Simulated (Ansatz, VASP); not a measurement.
## Two plane-wave programs on Ca3GeBiH4

```xyz
9
Lattice="7.0689 0.0000 0.0000 -3.5344 6.1218 0.0000 0.0000 0.0000 5.2724" Properties=species:S:1:pos:R:3 pbc="T T T"
Ca    3.5344    0.0000    2.6362
Ca   -1.7672    3.0609    2.6362
Ca    1.7672    3.0609    2.6362
Ge    0.0000    0.0000    0.0000
Bi    0.0000    0.0000    2.6362
H     0.0000    4.0812    2.6362
H     3.5344    2.0406    2.6362
H     0.0000    4.0812    0.0000
H     3.5344    2.0406    0.0000
```

Alike in both runs: functional PBE; k mesh 3 × 3 × 4; occupations gaussian, width 0.1 eV; no spin polarisation.

Ansatz relaxed the structure, and its values are those at the end. VASP's run is a single point on that final structure, the one shown.

|  | VASP | Ansatz |
| --- | --- | --- |
| version | VASP 6.6.1 | Ansatz 0.2.0 |
| potentials or method | VASP PAW PBE potentials, release 64 (Ca_sv, Ge_d, Bi_d, H), cutoff 520 eV | scalar-relativistic, plane waves, PAW |
| valence electrons in the cell | 63 | 63 |

|  | VASP | Ansatz | Ansatz less VASP |
| --- | --- | --- | --- |
| gap on the k mesh at the Fermi level (eV) | none | none | - |
| pressure (GPa) | 0.1 | 0.1 | -0.01 |

A gap of «none» marks a metal or a gap that the smearing closes. The functional is the same, so the differences come from potentials, cutoffs and numerics.

Neither program's run includes spin-orbit coupling.
